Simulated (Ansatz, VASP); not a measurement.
This is a calculation of C for Ansatz 0.2.0.

File input.yaml:

```yaml
crystal:
  lattice:
    - [2.5715654994, 0.0, 0.0]
    - [-1.2857827497, 2.22704105, 0.0]
    - [0.0, 0.0, 8.3986527796]
  atoms:
    - { symbol: C, position: [0.6666666667, 0.3333333333, 0.84375] }
    - { symbol: C, position: [0.3333333333, 0.6666666667, 0.34375] }
    - { symbol: C, position: [0.6666666667, 0.3333333333, 0.65625] }
    - { symbol: C, position: [0.3333333333, 0.6666666667, 0.15625] }
    - { symbol: C, position: [0.0, 0.0, 0.90625] }
    - { symbol: C, position: [0.0, 0.0, 0.40625] }
    - { symbol: C, position: [0.0, 0.0, 0.59375] }
    - { symbol: C, position: [0.0, 0.0, 0.09375] }
kpoints:
  mp_grid: { grid: [12, 12, 4] }
scf:
  occupations: { method: fermi_dirac, width: 0.05 }
hamiltonian:
  xc: pbe
  pseudopotentials: { kind: all_electron, lapw: { basis_error: 0.001 } }
output:
  forces: true
  stress: true
  eigenvalues: true
```

Potentials or basis: all-electron LAPW, scalar-relativistic.

Command:

```console
$ ansatz run input.yaml --threads 4 --pin off --max-ram 12288MiB --backend cpu --events-out ev --progress --plain --runs-dir out
```

Question: Translate it to VASP 6.6.1. Potentials there: VASP PAW PBE potentials, release 64 (C).

Answer: As run (the cutoff follows the program's own potentials):

INCAR

```
SYSTEM = C
PREC = Accurate
ENCUT = 520
EDIFF = 1E-7
ISMEAR = -1
SIGMA = 0.05
LREAL = .False.
LASPH = .True.
NELM = 80
ALGO = Normal
ISIF = 2
LWAVE = .False.
LCHARG = .True.
GGA = PE
LELF = .True.
LVHAR = .True.
NBANDS = 26
```

File KPOINTS:

```
Automatic mesh
0
Gamma
  12 12 4
  0 0 0
```

The input POSCAR:

```
C
1.0
    2.5715654994      0.0000000000      0.0000000000
   -1.2857827497      2.2270410500      0.0000000000
    0.0000000000      0.0000000000      8.3986527796
C
8
Direct
    0.6666666667      0.3333333333      0.8437500000
    0.3333333333      0.6666666667      0.3437500000
    0.6666666667      0.3333333333      0.6562500000
    0.3333333333      0.6666666667      0.1562500000
    0.0000000000      0.0000000000      0.9062500000
    0.0000000000      0.0000000000      0.4062500000
    0.0000000000      0.0000000000      0.5937500000
    0.0000000000      0.0000000000      0.0937500000
```

Potentials or basis: VASP PAW PBE potentials, release 64 (C).

Command:

```bash
$ cat potpaw_PBE.64/C/POTCAR > POTCAR
$ mpirun -np 1 vasp_std > vasp.out
```

Both were run:

|  | VASP | Ansatz | Ansatz less VASP |
| --- | --- | --- | --- |
| gap on the k mesh at the Fermi level (eV) | 4.27 | 4.28 | +0.007 |
| least direct gap on the mesh (eV) | 5.06 | 5.07 | +0.009 |
| pressure (GPa) | -20.4 | -20.9 | -0.52 |
| traceless stress, the component that is largest in VASP (GPa) | 7.02 | 7.02 | -0.003 |
| rms of the force components (eV/Å) | 0.168 | 0.168 | -0.0001 |

Atom by atom the forces differ by 0.000 eV/Å (rms over components). Ansatz ran all-electron here, and VASP with PAW potentials.
